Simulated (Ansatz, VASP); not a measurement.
MgO: VASP beside Ansatz

File INCAR:

```
PREC     = Accurate       # precision mode
ENCUT    = 520            # plane-wave cutoff, eV
EDIFF    = 1E-7           # SCF threshold, eV
ISMEAR   = -1             # smearing method
SIGMA    = 0.05           # smearing width, eV
LREAL    = False          # projectors in reciprocal space
LASPH    = True           # aspherical terms in the spheres
NELM     = 100            # most SCF steps
ALGO     = Normal         # electronic algorithm
ISIF     = 2              # what is computed and relaxed
LWAVE    = False          # write WAVECAR
LCHARG   = True           # write CHGCAR
GGA      = PS             # functional
LELF     = True           # ELF
LVHAR    = True         
NBANDS   = 16             # bands
```

Contents of KPOINTS:

```
regular mesh
0
Gamma
  9 9 6
```

POSCAR

```
MgO
1.0
    3.3077869865      0.0000000000      0.0000000000
   -1.6538934933      2.8646275606      0.0000000000
    0.0000000000      0.0000000000      4.9828816700
Mg O
2 2
Direct
    0.6666666667      0.3333333333      0.5021597400
    0.3333333333      0.6666666667      0.0021597400
    0.6666666667      0.3333333333      0.9024402600
    0.3333333333      0.6666666667      0.4024402600
```

Contents of input.yaml:

```yaml
crystal:
  lattice:
    - [3.3077869865, 0.0, 0.0]
    - [-1.6538934933, 2.8646275606, 0.0]
    - [0.0, 0.0, 4.98288167]
  atoms:
    - { symbol: Mg, position: [0.6666666667, 0.3333333333, 0.50215974] }
    - { symbol: Mg, position: [0.3333333333, 0.6666666667, 0.00215974] }
    - { symbol: O, position: [0.6666666667, 0.3333333333, 0.90244026] }
    - { symbol: O, position: [0.3333333333, 0.6666666667, 0.40244026] }
kpoints:
  mp_grid: { grid: [9, 9, 6] }
scf:
  occupations: { method: fermi_dirac, width: 0.05 }
hamiltonian:
  xc: pbesol
  pseudopotentials: { kind: all_electron, lapw: { basis_error: 0.002 } }
output:
  forces: true
  stress: true
  eigenvalues: true
```

Alike in both runs: task single point; functional PBEsol; k mesh 9 × 9 × 6; occupations fermi-dirac, width 0.05 eV; no spin polarisation.

|  | VASP | Ansatz |
| --- | --- | --- |
| version | VASP 6.6.1 | Ansatz 0.2.0 |
| potentials or method | VASP PAW PBE potentials, release 64 (Mg, O), cutoff 520 eV | all-electron LAPW, scalar-relativistic |

```csv
,VASP,Ansatz,Ansatz less VASP
gap on the k mesh at the Fermi level (eV),3.34,3.35,+0.005
least direct gap on the mesh (eV),3.34,3.35,+0.005
pressure (GPa),0.1,0.3,+0.22
rms of the force components (eV/Å),0.005,0.005,-0.0003
```

VASP's potentials were made for PBE, not for PBEsol. Atom by atom the forces differ by 0.000 eV/Å (rms over components). Ansatz ran all-electron here, and VASP with PAW potentials.
